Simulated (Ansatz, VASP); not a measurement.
# AlN in VASP and in Ansatz

```
CELL_PARAMETERS angstrom
-3.11356 0.00000 0.00000
-1.55678 -2.69642 0.00000
-0.38919 -0.67411 11.96670
ATOMIC_POSITIONS crystal
Al 0.33333 0.14500 0.75333
Al 0.33333 0.24911 0.33690
Al 0.66667 0.63450 0.12868
Al 0.66667 0.53039 0.54512
N 0.33333 0.31345 0.07953
N 0.33333 0.20934 0.49597
N 0.66667 0.59473 0.28775
N 0.66667 0.49062 0.70419
```

Alike in both runs: task single point; functional PBEsol; k mesh 8 × 8 × 3; occupations gaussian, width 0.05 eV; no spin polarisation.

```csv
,VASP,Ansatz
version,VASP 6.6.1,Ansatz 0.2.0
potentials or method,"VASP PAW PBE potentials, release 64 (Al, N), cutoff 520 eV","scalar-relativistic, plane waves, PAW"
valence electrons in the cell,32,32
```

Ansatz gave:

| Quantity | Value |
| --- | --- |
| gap on the k mesh at the Fermi level (eV) | none |
| pressure (GPa) | -2.4 |
| traceless stress, the component that is largest in VASP (GPa) | -2.27 |
| rms of the force components (eV/Å) | 0.824 |

Question: Which values does VASP return?

Answer: gap on the k mesh at the Fermi level (eV): none; pressure (GPa): -2.4; traceless stress, the component that is largest in VASP (GPa): -2.39; rms of the force components (eV/Å): 0.821.

VASP's potentials were made for PBE, not for PBEsol, and Ansatz warns of the same on its side. Atom by atom the forces differ by 0.004 eV/Å (rms over components). A gap of «none» marks a metal or a gap that the smearing closes. The functional is the same, so the differences come from potentials, cutoffs and numerics.
